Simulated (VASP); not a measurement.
## Ga2O3: single point with PBEsol

Crystal: Ga2O3.

```
Ga O
1.0
     4.75827   -1.52366    5.64779
     6.13871    4.57098    0.00364
    -1.38044    6.09464    5.64415
Ga O
16 24
Direct
  0.84891 0.83205 0.83825
  0.09887 0.58205 0.58838
  0.59905 0.08172 0.08863
  0.34891 0.33245 0.33816
  0.90173 0.41482 0.41460
  0.15144 0.16508 0.16439
  0.65142 0.66459 0.66437
  0.40177 0.91435 0.91455
  0.03500 0.78348 0.17168
  0.28453 0.53295 0.92157
  0.78439 0.03325 0.42179
  0.53453 0.28288 0.67183
  0.71607 0.46388 0.08112
  0.96545 0.21356 0.83141
  0.46604 0.71358 0.33121
  0.21563 0.96400 0.58108
  0.00021 0.00575 0.74570
  0.25051 0.75570 0.49581
  0.75013 0.25581 0.99605
  0.49991 0.50630 0.24511
  0.74989 0.24142 0.50684
  0.00010 0.99135 0.25743
  0.50045 0.49056 0.75726
  0.25019 0.74095 0.00686
  0.08902 0.56367 0.34979
  0.33888 0.31319 0.09982
  0.83889 0.81330 0.59985
  0.58909 0.06307 0.84979
  0.66152 0.68346 0.90273
  0.91154 0.43325 0.65293
  0.41194 0.93322 0.15287
  0.16130 0.18397 0.40314
  0.42891 0.90020 0.68209
  0.67928 0.65055 0.43188
  0.17880 0.14965 0.93242
  0.92914 0.40075 0.18204
  0.32156 0.34686 0.57051
  0.57109 0.09627 0.32111
  0.07131 0.59623 0.82078
  0.82194 0.84661 0.07053
```

```
Program                : VASP 6.6.1
Task                   : single point
Functional             : PBEsol
Potentials or basis    : VASP PAW PBE potentials, release 64 (Ga_d, O)
Cutoff                 : 520 eV
k mesh                 : 2 × 2 × 2, shifted
Occupations            : gaussian, width 0.02 eV
Spin                   : no spin polarisation
Dipole correction      : no
Further INCAR settings : LREAL = Auto; ALGO = Normal; EDIFF = 1e-06; NBANDS = 202
```

```
Pressure               : 0.3 GPa
Largest force          : 0.032 eV/Å
Band gap on the k mesh : 3.17 eV
```

Forces in eV/Å, atoms in the order of the input:
```
Ga   0.016  0.001  0.020
Ga   0.029  0.002  0.011
Ga   0.021  0.003  0.013
Ga   0.003 -0.001  0.021
Ga  -0.019 -0.009 -0.024
Ga  -0.027 -0.009 -0.003
Ga  -0.005  0.007 -0.011
Ga  -0.013  0.002 -0.027
Ga  -0.008 -0.008 -0.018
Ga   0.012  0.003  0.006
Ga  -0.008 -0.002  0.001
Ga   0.013 -0.024 -0.005
Ga  -0.005  0.008 -0.009
Ga   0.013 -0.013  0.009
Ga  -0.003  0.011 -0.004
Ga   0.000 -0.016  0.017
O   -0.003  0.004 -0.020
O    0.004  0.010 -0.013
O   -0.006 -0.003 -0.010
O    0.000 -0.002  0.013
O   -0.011  0.009  0.012
O    0.003 -0.020  0.009
O    0.004  0.019  0.004
O   -0.007  0.001  0.013
O   -0.001  0.000  0.004
O    0.010 -0.001  0.001
O    0.009 -0.003 -0.001
O    0.006  0.012 -0.004
O   -0.011  0.004  0.022
O   -0.004  0.014  0.009
O   -0.011  0.020 -0.008
O   -0.010 -0.018 -0.002
O    0.010  0.004 -0.009
O   -0.004  0.005 -0.009
O    0.022  0.010 -0.020
O    0.000  0.000 -0.016
O   -0.017 -0.008  0.013
O    0.011 -0.012  0.001
O   -0.003 -0.008  0.010
O   -0.009  0.007  0.006
```

Stress tensor (GPa, compression positive):
```
 0.23  0.01  0.02
 0.01  0.43 -0.01
 0.02 -0.01  0.27
```

Levels at points of the mesh, in eV from the valence-band top:
| k point | band 174 | band 175 | band 176 | band 177 | band 178 | band 179 |
| --- | --- | --- | --- | --- | --- | --- |
| (0.25, 0.25, 0.25) | -0.12 | -0.05 | 0.00 | 3.17 | 5.67 | 5.71 |

Wall time 18 min on 1 thread of Oxide Virtual Turin-like Processor, with other jobs on the host, peak memory 0.57 GiB.

Caveat: the PAW data sets were made with another functional, which shifts forces and pressure a little; a shifted mesh leaves out Γ, where band edges can lie. A k mesh can miss the band edges.
